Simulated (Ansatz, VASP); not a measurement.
# Two plane-wave programs on MoSe

```xyz
2
Lattice="0.0000 2.6102 2.6102 2.6102 0.0000 2.6102 2.6102 2.6102 0.0000" Properties=species:S:1:pos:R:3 pbc="T T T"
Mo    0.0000    0.0000    0.0000
Se    2.6102    2.6102    2.6102
```

Alike in both runs: task single point; functional PBE; k mesh 14 × 14 × 14; occupations gaussian, width 0.05 eV; collinear spin; Hubbard terms Mo d U = 2.0 eV.

|  | VASP | Ansatz |
| --- | --- | --- |
| version | VASP 6.6.1 | Ansatz 0.2.0 |
| potentials or method | VASP PAW PBE potentials, release 64 (Mo_sv, Se), cutoff 520 eV | scalar-relativistic, plane waves, PAW |
| valence electrons in the cell | 20 | 30 |

```tsv
	VASP	Ansatz	Ansatz less VASP
gap on the k mesh at the Fermi level (eV)	none	none	-
pressure (GPa)	14.8	15.5	+0.62
net moment per atom (μB)	1.37	1.46	+0.083
size of the moment on the site where the two differ most (μB)	2.50	2.22	-0.276
```

Site moments also hang on the region over which each program counts them. The programs project onto different local orbitals, so the same U acts differently, and such runs can settle in different states. A gap of «none» marks a metal or a gap that the smearing closes. VASP's potentials hold 20 valence electrons a cell and Ansatz's 30, so a difference there can come from the potentials and not from the codes. Ansatz's warnings: filled band counts differ across k points.
